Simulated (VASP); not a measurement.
Wanted: the native input for a VASP 6.6.1 run.

```yaml
Task: relaxation of cell and atoms
Functional: PBE
Potentials_or_basis: VASP PAW PBE potentials, release 64 (Be, Se)
Cutoff: 600 eV
k_mesh: 4 × 4 × 4
Occupations: gaussian, width 0.2 eV
Spin: no spin polarisation
Dipole_correction: no
Further_INCAR_settings: ALGO = Normal; EDIFF = 1e-06; IBRION = 2; EDIFFG = -0.08; NSW = 36; ISIF = 3
```

The structure of Be4Se3 lies in POSCAR:

```
Be4Se3
1.0
    5.5909044300      0.0000000000      0.0000000000
   -2.7954522200      4.8418652700      0.0000000000
    0.0000000000      0.0000000000      4.1462442700
Be Se
4 3
Direct
    0.5067236600      0.4932763400      0.5000000000
    0.5067236600      0.0134473300      0.5000000000
    0.9865526700      0.4932763400      0.5000000000
    0.6666666700      0.3333333300      0.5000000000
    0.2203608200      0.7796391800      0.5000000000
    0.2203608200      0.4407216500      0.5000000000
    0.5592783500      0.7796391800      0.5000000000
```

The cell was generated, and may not be a known phase.

The input as run:

INCAR

```
PREC     = Accurate       # precision mode
ENCUT    = 600            # plane-wave cutoff, eV
EDIFF    = 1E-6           # SCF threshold, eV
ISMEAR   = 0              # smearing method
SIGMA    = 0.2            # smearing width, eV
LREAL    = False          # projectors in reciprocal space
LASPH    = True           # aspherical terms in the spheres
NELM     = 100            # most SCF steps
ALGO     = Normal         # electronic algorithm
ISIF     = 3              # what is computed and relaxed
LWAVE    = False          # write WAVECAR
LCHARG   = False          # write CHGCAR
GGA      = PE             # functional
IBRION   = 2              # ionic algorithm
NSW      = 36             # ionic steps
EDIFFG   = -0.08          # ionic threshold
```

KPOINTS

```
regular mesh
0
Gamma
  4 4 4
```

Potentials or basis: VASP PAW PBE potentials, release 64 (Be, Se).

Launch:

```bash
$ cat potpaw_PBE.64/Be/POTCAR potpaw_PBE.64/Se/POTCAR > POTCAR
$ mpirun -np 1 vasp_std > vasp.out
```

Results of the run:

- Relaxed volume: 19.40 Å³/atom
- Relaxed cell: a = 7.366 Å, b = 7.366 Å, c = 2.890 Å, α = 90.00°, β = 90.00°, γ = 120.00°
- Space group after relaxing (to 0.1 Å): P-6m2 (No. 187)
- Pressure after relaxing: 0.2 GPa
- Largest force after relaxing: 0.056 eV/Å
- Band gap on the k mesh: zero (bands 13 and 14 overlap by 2.85 eV)

Caveat: the k points lie up to 0.54 Å⁻¹ apart in the final cell, too coarse for converged energies and pressures of a metal; the volume moved by over 15 % at a fixed basis, so the end points are rough; the relaxation stopped at a loose force limit of 0.08 eV/Å, so its end isn't a converged minimum.

Wall time 26 min on 1 thread of AMD EPYC 7R13, with other jobs on the host, peak memory 0.3 GiB.
